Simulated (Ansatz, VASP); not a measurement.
# TiO: VASP beside Ansatz

```
Ti O
1.0
     5.25734    0.00000    0.00000
    -2.62867    4.55299    0.00000
     0.00000    0.00000    2.57119
Ti O
3 3
Direct
  0.66667 0.33333 0.50000
  0.33333 0.66667 0.50000
  0.00000 0.00000 0.00000
  0.60577 0.60577 0.00000
  0.39423 0.00000 0.00000
  0.00000 0.39423 0.00000
```

Alike in both runs: task single point; functional r2SCAN; k mesh 12 × 12 × 18; occupations gaussian, width 0.15 eV; no spin polarisation.

|  | VASP | Ansatz |
| --- | --- | --- |
| version | VASP 6.6.1 | Ansatz 0.2.0 |
| potentials or method | VASP PAW PBE potentials, release 64 (Ti_sv, O), cutoff 520 eV | scalar-relativistic, plane waves, PAW |
| valence electrons in the cell | 54 | 54 |

VASP gave:

- gap on the k mesh at the Fermi level (eV): none
- pressure (GPa): 5.1
- traceless stress, the component that is largest in VASP (GPa): 36.57
- rms of the force components (eV/Å): 0.182

Q: Estimate Ansatz's values.

A: gap on the k mesh at the Fermi level (eV): none; pressure (GPa): 3.3; traceless stress, the component that is largest in VASP (GPa): 36.29; rms of the force components (eV/Å): 0.178.

VASP's potentials were made for PBE, not for r2SCAN. Atom by atom the forces differ by 0.005 eV/Å (rms over components). A gap of «none» marks a metal or a gap that the smearing closes. With one functional, cell and mesh, what is left measures potentials, basis and numerics.
